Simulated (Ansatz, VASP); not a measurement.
**In3Se: VASP beside Ansatz**

INCAR

```
  ALGO = Normal
  EDIFF = 1E-6
  ENCUT = 520
  GGA = PS
  ISIF = 2
  ISMEAR = 0
  IVDW = 12
  LASPH = T
  LCHARG = F
  LREAL = F
  LWAVE = F
  NBANDS = 30
  NELM = 100
  PREC = Accurate
  SIGMA = 0.15
```

KPOINTS

```
k-points
0
Gamma
  10 10 10
```

File POSCAR:

```
In3Se
1.0
    4.7383678700      0.0000000000      0.0000000000
    0.0000000000      4.7383678700      0.0000000000
    0.0000000000      0.0000000000      4.6445481862
In Se
3 1
Direct
    0.0000000000      0.5000000000      0.5000000000
    0.5000000000      0.0000000000      0.5000000000
    0.5000000000      0.5000000000      0.0000000000
    0.0000000000      0.0000000000      0.0000000000
```

Input for Ansatz:

```yaml
crystal:
  lattice:
    - [4.73836787, 0.0, 0.0]
    - [0.0, 4.73836787, 0.0]
    - [0.0, 0.0, 4.6445481862]
  atoms:
    - { symbol: In, position: [0.0, 0.5, 0.5] }
    - { symbol: In, position: [0.5, 0.0, 0.5] }
    - { symbol: In, position: [0.5, 0.5, 0.0] }
    - { symbol: Se, position: [0.0, 0.0, 0.0] }
basis:
  ecutwfc: 420
kpoints:
  mp_grid: { grid: [10, 10, 10] }
hamiltonian:
  xc: pbesol
  pseudopotentials: { kind: paw, azcp: { folder: soft_1 } }
  dispersion: d3bj
scf:
  occupations: { method: gaussian, width: 0.15 }
output:
  forces: true
  stress: true
  eigenvalues: true
```

Alike in both runs: task single point; functional PBEsol; dispersion D3(BJ); k mesh 10 × 10 × 10; occupations gaussian, width 0.15 eV; no spin polarisation.

|  | VASP | Ansatz |
| --- | --- | --- |
| version | VASP 6.6.1 | Ansatz 0.2.0 |
| potentials or method | VASP PAW PBE potentials, release 64 (In_d, Se), cutoff 520 eV | scalar-relativistic, plane waves, PAW |
| valence electrons in the cell | 45 | 55 |

|  | VASP | Ansatz | Ansatz less VASP |
| --- | --- | --- | --- |
| gap on the k mesh at the Fermi level (eV) | none | none | - |
| pressure (GPa) | -3.2 | -3.2 | +0.02 |

VASP's potentials were made for PBE, not for PBEsol, and Ansatz warns of the same on its side. A gap of «none» marks a metal or a gap that the smearing closes. VASP's potentials hold 45 valence electrons a cell and Ansatz's 55, so a difference there can come from the potentials and not from the codes.
